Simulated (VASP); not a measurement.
The system is ZrAs5.

```
As Zr
1.0
     0.00000    3.93567    3.93567
     3.93567    0.00000    3.93567
     3.93567    3.93567    0.00000
As Zr
5 1
Cartesian
  1.9678 1.9678 1.9678
  4.9196 4.9196 4.9196
  4.9196 2.9518 2.9518
  2.9518 2.9518 4.9196
  2.9518 4.9196 2.9518
  0.0000 0.0000 0.0000
```

| Quantity | Value |
| --- | --- |
| Program | VASP 6.6.1 |
| Task | relaxation of cell and atoms |
| Functional | LDA |
| Potentials or basis | VASP PAW LDA potentials, release 64 (As, Zr_sv) |
| Cutoff | 600 eV |
| k mesh | 8 × 8 × 8 |
| Occupations | fermi-dirac, width 0.1 eV |
| Spin | no spin polarisation |

At the start: pressure -7.8 GPa; volume 20.32 Å³/atom.

**Question.** Where does the relaxation end?

**Answer.** Over 3 steps the energy falls by 47.2 meV/atom and the volume is 18.54 Å³/atom (-8.7 %); space group F-43m (No. 216, to 0.05 Å).

The path:
```
step  energy change (eV)  largest force (eV/Å)  pressure (GPa)  volume (Å³)
   1              0.0000                0.0412           -7.82       121.92
   2             -0.1694                0.0310            6.40       105.25
   3             -0.2831                0.0074           -0.04       111.26
```

Final structure:
```cif
data_structure
_symmetry_space_group_name_H-M 'P 1'
_symmetry_Int_Tables_number 1
_cell_length_a 5.3986
_cell_length_b 5.3986
_cell_length_c 5.3986
_cell_angle_alpha 60.000
_cell_angle_beta 60.000
_cell_angle_gamma 60.000
_cell_volume 111.26
loop_
_atom_site_label
_atom_site_type_symbol
_atom_site_fract_x
_atom_site_fract_y
_atom_site_fract_z
_atom_site_occupancy
As1 As 0.25000 0.25000 0.25000 1
As2 As 0.62509 0.62509 0.62509 1
As3 As 0.12473 0.62509 0.62509 1
As4 As 0.62509 0.62509 0.12473 1
As5 As 0.62509 0.12473 0.62509 1
Zr1 Zr 0.00000 0.00000 0.00000 1
```
